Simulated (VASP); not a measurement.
# SiO2 (I-42d) in VASP: a series of runs, part 2 of 2

VASP 6.6.1. Earlier steps stand in the parts before.

## 3. Single point, PBE (atoms displaced along a vibrational mode)

INCAR reads:

```
SYSTEM = SiO2
ALGO = Normal
EDIFF = 1E-7
ENCUT = 520
GGA = PE
ISIF = 2
ISMEAR = 0
LASPH = .True.
LCHARG = .False.
LREAL = .False.
LWAVE = .False.
NBANDS = 25
NELM = 80
PREC = Accurate
SIGMA = 0.05
```

KPOINTS reads:

```
k-points
0
Gamma
  6 6 6
  0 0 0
```

POSCAR reads:

```
SiO2
1.0
   -2.5133692696      2.5133692696      3.6893906705
    2.5133692696     -2.5133692696      3.6893906705
    2.5133692696      2.5133692696     -3.6893906705
Si O
2 4
Direct
    0.0000000000      0.0000000000      0.0000000000
    0.7500000000      0.2500000000      0.5000000000
    0.9371708381      0.6250000000      0.8121708381
    0.3750000000      0.1871708381      0.3121708381
    0.8128291619      0.1250000000      0.1878291619
    0.8750000000      0.0628291619      0.6878291619
```

Potentials or basis: VASP PAW PBE potentials, release 64 (Si, O).

The run is started by

```bash
> cat potpaw_PBE.64/Si/POTCAR potpaw_PBE.64/O/POTCAR > POTCAR
> mpirun -np 1 vasp_std > vasp.out
```

OUTCAR:

```text
SYSTEM = SiO2
   EDIFF = 1E-7
   ENCUT = 520
   GGA = PE
   ISIF = 2
   ISMEAR = 0
   LASPH = .True.
   LREAL = .False.
   NELM = 80
   PREC = Accurate

 ion  position               nearest neighbor table
   1  0.000  0.000  0.000-   3 1.59   4 1.59   5 1.59   6 1.59   2 3.12   2 3.12   2 3.12   2 3.12

   2  0.750  0.250  0.500-   3 1.59   4 1.59   5 1.59   6 1.59   1 3.12   1 3.12   1 3.12   1 3.12

   3  0.937  0.625  0.812-   1 1.59   2 1.59
   4  0.375  0.187  0.312-   1 1.59   2 1.59
   5  0.813  0.125  0.188-   1 1.59   2 1.59
   6  0.875  0.063  0.688-   1 1.59   2 1.59

  LATTYP: Found a body centered tetragonal cell.
 ALAT       =     5.0267385392
 C/A-ratio  =     1.4679063340

  Lattice vectors:

 A1 = (  -2.5133692696,   2.5133692696,   3.6893906705)
 A2 = (   2.5133692696,  -2.5133692696,   3.6893906705)
 A3 = (   2.5133692696,   2.5133692696,  -3.6893906705)

Analysis of symmetry for initial positions (statically):
=====================================================================
 Subroutine PRICEL returns:
 Original cell was already a primitive cell.

 Routine SETGRP: Setting up the symmetry group for a
 body centered tetragonal supercell.

 Subroutine GETGRP returns: Found  8 space group operations
 (whereof  4 operations were pure point group operations)
 out of a pool of 16 trial point group operations.

The static configuration has the point symmetry S_4 .
 The point group associated with its full space group is D_2d.

Analysis of symmetry for dynamics (positions and initial velocities):
=====================================================================
 Subroutine PRICEL returns:
 Original cell was already a primitive cell.

 Routine SETGRP: Setting up the symmetry group for a
 body centered tetragonal supercell.

 Subroutine GETGRP returns: Found  8 space group operations
[... 133 lines left out ...]
  volume/ion in A,a.u.               =      15.54       104.85
  Fermi-wavevector in a.u.,A,eV,Ry     =   1.146258  2.166114 17.876798  1.313908
  Thomas-Fermi vector in A             =   2.282943
   LORBIT       =      0    0 simple, 1 ext, 2 COOP (PROOUT), +10 PAW based schemes
   GGA     = PE    functional components
   LHFCALC =     F    Hartree Fock is set to
   AEXX    =    0.0000 exact exchange contribution
   IVDW    =     0    specifies the selected vdW correction
   LEPSILON=     F    determine dielectric tensor
   LRPA    =     F    only Hartree local field effects (RPA)
 non-spin polarized calculation
 Gauss-broadening in eV      SIGMA  =   0.05
  energy-cutoff  :      520.00
  volume of cell :       93.22
 maximum number of plane-waves:      2531
 NGX is ok and might be reduce to    40
   NGX = 19   NGY = 19   NGZ = 19

 number of electron      31.9999990 magnetization

 Free energy of the ion-electron system (eV)
  ---------------------------------------------------
  ext. energy  EPLUGINS =         0.00000000
  ---------------------------------------------------
  free energy    TOTEN  =       -47.30909452 eV

  energy without entropy =      -47.30909452  energy(sigma->0) =      -47.30909452

 E-fermi :  -0.2472     XC(G=0):  -7.8900

 val. band max:       -0.4734664026   @ k =   0.0000   0.0000   0.0000
 cond. band min:       5.3174267136   @ k =   0.0000   0.0000   0.0000
 fundamental gap:      5.7908931162
 Fermi energy:        -0.2472358499

 k-point     1 :       0.0000    0.0000    0.0000
  band No.  band energies     occupation
      1     -19.9985      2.00000
      2     -17.8739      2.00000
      3     -17.8449      2.00000
      4     -17.8449      2.00000
      5     -10.3060      2.00000
      6      -6.3335      2.00000
[... 661 lines left out ...]
     24      12.3591      0.00000
     25      13.0436      0.00000

 [... further k-points ...]

------------------------ aborting loop because EDIFF is reached ----------------------------------------

  FORCE on cell =-STRESS in cart. coord.  units (eV):
  Direction    XX          YY          ZZ          XY          YZ          ZX
  --------------------------------------------------------------------------------------
  -------------------------------------------------------------------------------------
  Total        5.7819073      5.7819073      5.1651023      0.0000000      0.0000000      0.0000000
  in kB       99.3698115     99.3698115     88.7691927      0.0000000      0.0000000      0.0000000
  external PRESSURE =      95.8362719 kB  Pullay stress =       0.0000000 kB

 VOLUME and BASIS-vectors are now :
 -----------------------------------------------------------------------------
  energy-cutoff  :      520.00
  volume of cell :       93.22
      direct lattice vectors                 reciprocal lattice vectors
    -2.513369270  2.513369270  3.689390670     0.000000000  0.198936148  0.135523734
     2.513369270 -2.513369270  3.689390670     0.198936148  0.000000000  0.135523734
     2.513369270  2.513369270 -3.689390670     0.198936148  0.198936148  0.000000000

 POSITION                                       TOTAL-FORCE (eV/Angst)
 -----------------------------------------------------------------------------------
      0.00000      0.00000      0.00000         0.000000      0.000000      0.000000
      0.00000      2.51337      1.84470        -0.000000      0.000000     -0.000000
      1.25668      2.82589      2.76704         0.000000      0.522319     -0.000000
      0.31252      1.25668      0.92235         0.522319      0.000000     -0.000000
     -1.25668      2.20085      2.76704         0.000000     -0.522319      0.000000
     -0.31252      3.77005      0.92235        -0.522319      0.000000      0.000000
 -----------------------------------------------------------------------------------
    total drift:                                0.000001      0.000001      0.000000

  FREE ENERGIE OF THE ION-ELECTRON SYSTEM (eV)
  ---------------------------------------------------
  free  energy   TOTEN  =       -47.3090945175 eV

  energy  without entropy=      -47.3090945175  energy(sigma->0) =      -47.30909452
```

It took 2 min on 1 thread of Intel Xeon 8259CL, shared host; peak memory 0.25 GiB.

Results:

- Free energy: -47.3091 eV
- Pressure: 9.6 GPa
- Largest force: 0.522 eV/Å
- Band gap on the k mesh: 5.79 eV

Forces on the atoms (eV/Å):
```
Si   0.000  0.000  0.000
Si   0.000  0.000  0.000
O    0.000  0.522  0.000
O    0.522  0.000  0.000
O    0.000 -0.522  0.000
O   -0.522  0.000  0.000
```

Caveat: the cell differs from its parent crystal (atoms displaced along a vibrational mode); the cell stands under pressure. A k mesh can miss the band edges.

## 4. Single point, PBE (atoms displaced along a vibrational mode)

INCAR reads:

```
SYSTEM = SiO2
  PREC = Accurate
  ENCUT = 520
  EDIFF = 1E-7
  ISMEAR = 0
  SIGMA = 0.05
  LREAL = .False.
  LASPH = .True.
  NELM = 80
  ALGO = Normal
  ISIF = 2
  LWAVE = .False.
  LCHARG = .False.
  GGA = PE
  NBANDS = 25
```

KPOINTS reads:

```
Automatic mesh
0
Gamma
  6 6 6
  0 0 0
```

POSCAR reads:

```
SiO2
1.0
   -2.5133692696      2.5133692696      3.6893906705
    2.5133692696     -2.5133692696      3.6893906705
    2.5133692696      2.5133692696     -3.6893906705
Si O
2 4
Direct
    0.0000000000      0.0000000000      0.0000000000
    0.7500000000      0.2500000000      0.5000000000
    0.9819314713      0.6250000000      0.8569314713
    0.3750000000      0.2319314713      0.3569314713
    0.7680685287      0.1250000000      0.1430685287
    0.8750000000      0.0180685287      0.6430685287
```

The run is started by

```bash
> cat potpaw_PBE.64/Si/POTCAR potpaw_PBE.64/O/POTCAR > POTCAR
> mpirun -np 1 vasp_std > vasp.out
```

Wall time 1.7 min (1 thread of Intel Xeon 8259CL, shared host); peak memory 0.25 GiB.

The run converged. Its results:

```
Free energy            : -47.4252 eV
Pressure               : -5.0 GPa
Largest force          : 0.461 eV/Å
Band gap on the k mesh : 5.60 eV
```

Forces on the atoms (eV/Å):
```
Si   0.000  0.000  0.000
Si   0.000  0.000  0.000
O    0.000 -0.461  0.000
O   -0.461  0.000  0.000
O    0.000  0.461  0.000
O    0.461  0.000  0.000
```

Stress tensor (GPa, compression positive):
```
-5.34  0.00  0.00
 0.00 -5.34  0.00
 0.00  0.00 -4.40
```

Levels at points of the mesh, in eV from the valence-band top:
| k point | band 14 | band 15 | band 16 | band 17 | band 18 | band 19 |
| --- | --- | --- | --- | --- | --- | --- |
| (0.00, 0.00, 0.00) | -0.82 | 0.00 | 0.00 | 5.60 | 8.54 | 10.28 |
| (0.50, 0.00, 0.00) | -0.71 | -0.36 | -0.16 | 7.68 | 8.91 | 9.65 |
| (0.50, 0.50, 0.00) | -0.80 | -0.27 | -0.27 | 8.81 | 8.81 | 9.76 |
| (0.50, 0.50, 0.50) | -1.38 | -0.24 | -0.24 | 8.64 | 8.64 | 9.72 |

Caveat: the cell differs from its parent crystal (atoms displaced along a vibrational mode); the cell stands under tension. A k mesh can miss the band edges.

## 5. Single point, PBE (atoms displaced along a vibrational mode)

INCAR reads:

```
SYSTEM = SiO2
ALGO     = Normal         ! electronic algorithm
EDIFF    = 1E-6           ! SCF threshold, eV
ENCUT    = 520            ! plane-wave cutoff, eV
GGA      = PE             ! functional
ISIF     = 2              ! what is computed and relaxed
ISMEAR   = 0              ! smearing method
LASPH    = .True.         ! aspherical terms in the spheres
LCHARG   = .False.        ! write CHGCAR
LREAL    = .False.        ! projectors in reciprocal space
LWAVE    = .False.        ! write WAVECAR
NBANDS   = 25             ! bands
NELM     = 100            ! most SCF steps
PREC     = Accurate       ! precision mode
SIGMA    = 0.05           ! smearing width, eV
```

KPOINTS reads:

```
k-points
0
Gamma
  6 6 6
  0 0 0
```

POSCAR reads:

```
SiO2
1.0
   -2.5133692696      2.5133692696      3.6893906705
    2.5133692696     -2.5133692696      3.6893906705
    2.5133692696      2.5133692696     -3.6893906705
Si O
2 4
Direct
    0.0000000000      0.0000000000      0.0000000000
    0.7500000000      0.2500000000      0.5000000000
    0.9147905215      0.6250000000      0.7897905215
    0.3750000000      0.1647905215      0.2897905215
    0.8352094785      0.1250000000      0.2102094785
    0.8750000000      0.0852094785      0.7102094785
```

The run is started by

```bash
> cat potpaw_PBE.64/Si/POTCAR potpaw_PBE.64/O/POTCAR > POTCAR
> mpirun -np 1 vasp_std > vasp.out
```

Wall time 1.7 min (1 thread of Intel Xeon 8259CL, shared host); peak memory 0.25 GiB.

Results (log left out):

```yaml
Free_energy: -47.0577 eV
Pressure: 15.1 GPa
Largest_force: 0.544 eV/Å
Band_gap_on_the_k_mesh: 5.71 eV
```

Forces in eV/Å, atoms in the order of the input:
```
Si   0.000  0.000  0.000
Si   0.000  0.000  0.000
O    0.000  0.544  0.000
O    0.544  0.000  0.000
O    0.000 -0.544  0.000
O   -0.544  0.000  0.000
```

Stress tensor (GPa, compression positive):
```
15.56  0.00  0.00
 0.00 15.56  0.00
 0.00  0.00 14.19
```

Levels at points of the mesh, in eV from the valence-band top:
```tsv
k point	band 13	band 14	band 15	band 16	band 17	band 18	band 19	band 20
(0.00, 0.00, 0.00)	-2.13	-0.21	0.00	0.00	5.71	9.12	9.42	9.42
(0.50, 0.00, 0.00)	-2.04	-1.03	-1.03	-0.04	8.24	8.36	9.02	10.70
(0.50, 0.50, 0.00)	-1.50	-1.50	-0.70	-0.70	8.70	8.70	11.05	11.05
(0.50, 0.50, 0.50)	-1.57	-1.57	-0.58	-0.58	8.59	8.59	11.47	11.47
```

Caveat: the cell differs from its parent crystal (atoms displaced along a vibrational mode); the cell stands under pressure.

## 6. Summary

| cell | gap on the mesh (eV) | pressure (GPa) | largest force (eV/Å) |
| --- | --- | --- | --- |
| as given, atomic positions A | 5.13 | -15.0 | 1.62 |
| as given, atomic positions B | 5.79 | 9.6 | 0.52 |
| as given, atomic positions C | 5.60 | -5.0 | 0.46 |
| as given, atomic positions D | 5.71 | 15.1 | 0.54 |

Alike in all rows: task single point; level PBE; potentials or basis VASP PAW PBE potentials, release 64 (Si, O); no spin polarisation; k mesh 6 × 6 × 6; cutoff (eV) 520; smearing gaussian 0.05 eV.

Caveats: the cell stands under tension (at least some runs); the cell stands under pressure (at least some runs); forces of over 1 eV/Å act on the atoms, so gaps and moduli don't describe the material at rest (at least some runs).

Total energies depend on the potentials used, so only differences within one code and one set of settings carry meaning.
